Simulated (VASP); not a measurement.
**TiO2: single point with RPBE**

The system is TiO2.

```xyz
6
Lattice="-1.8665 1.8665 4.6930 1.8665 -1.8665 4.6930 1.8665 1.8665 -4.6930" Properties=species:S:1:pos:R:3 pbc="T T T"
Ti    0.0000    1.8665    2.3465
Ti    0.0000    0.0000    0.0000
O     0.0000    0.0000    7.4328
O     0.0000    1.8665    0.3933
O     0.0000    1.8665    4.2997
O     0.0000    0.0000    1.9532
```

```
Program             : VASP 6.6.1
Task                : single point
Functional          : RPBE
Potentials or basis : VASP PAW PBE potentials, release 64 (Ti_sv, O)
Cutoff              : 520 eV
k mesh              : 10 × 10 × 10
Occupations         : fermi-dirac, width 0.05 eV
Spin                : no spin polarisation
```

* Pressure: 20.9 GPa
* Largest force: 0.453 eV/Å
* Band gap on the k mesh: 2.25 eV (least direct gap 2.57 eV)

Forces on the atoms (eV/Å):
```
Ti   0.000  0.000  0.000
Ti   0.000  0.000  0.000
O    0.000  0.000 -0.453
O    0.000  0.000 -0.453
O    0.000  0.000  0.453
O    0.000  0.000  0.453
```

Stress tensor (GPa, compression positive):
```
20.17  0.00  0.00
 0.00 20.17  0.00
 0.00  0.00 22.31
```

Levels at points of the mesh, in eV from the valence-band top:
```
           k point  band 22  band 23  band 24  band 25  band 26  band 27
(0.00, 0.00, 0.00)    -0.70    -0.49    -0.49     2.25     3.04     4.27
(0.50, 0.00, 0.00)    -0.99    -0.76    -0.63     3.45     3.80     3.80
(0.50, 0.50, 0.00)    -2.10    -0.03    -0.03     3.57     3.57     4.07
(0.50, 0.50, 0.50)    -1.24    -0.09    -0.09     2.63     2.63     4.03
```

Wall time 8.1 min on 1 thread of Intel Xeon 8259CL (shared host), peak memory 0.36 GiB.

Caveat: the cell stands under pressure; the PAW data sets were made with another functional, which shifts forces and pressure a little. A k mesh can miss the band edges.
